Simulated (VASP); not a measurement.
Runs of VASP 6.6.1 on Ir. The structure is that of space group I4/mmm (No. 139), or close to it. The cells are those of the table. 

| cell | gap on the mesh (eV) | pressure (GPa) |
| --- | --- | --- |
| a = 2.854, b = 2.854, c = 2.715 Å, angles 61.6, 61.6, 56.8°, 1 atom | none | -18.3 |
| a = 2.615, b = 2.615, c = 2.715 Å, angles 58.7, 58.7, 62.5°, 1 atom | none | 48.9 |
| a = 2.583, b = 2.583, c = 2.715 Å, angles 58.3, 58.3, 63.4°, 1 atom | none | (a) |
| a = 2.648, b = 2.648, c = 2.715 Å, angles 59.2, 59.2, 61.7°, 1 atom | none | 33.6 |

Alike in all rows: task single point; level PBE; potentials or basis VASP PAW PBE potentials, release 64 (Ir); no spin polarisation; k mesh 22 × 22 × 22; cutoff (eV) 520; smearing gaussian 0.15 eV.

Problem. Fill in the values left out.

Solution. (a) 66.9.

Caveats: spin-orbit coupling is left out, which moves the levels of the heavy elements.

A k mesh can miss the band edges, and the runs leave out spin-orbit coupling on Ir.

A gap of «none» marks levels without a gap at the run's occupations.
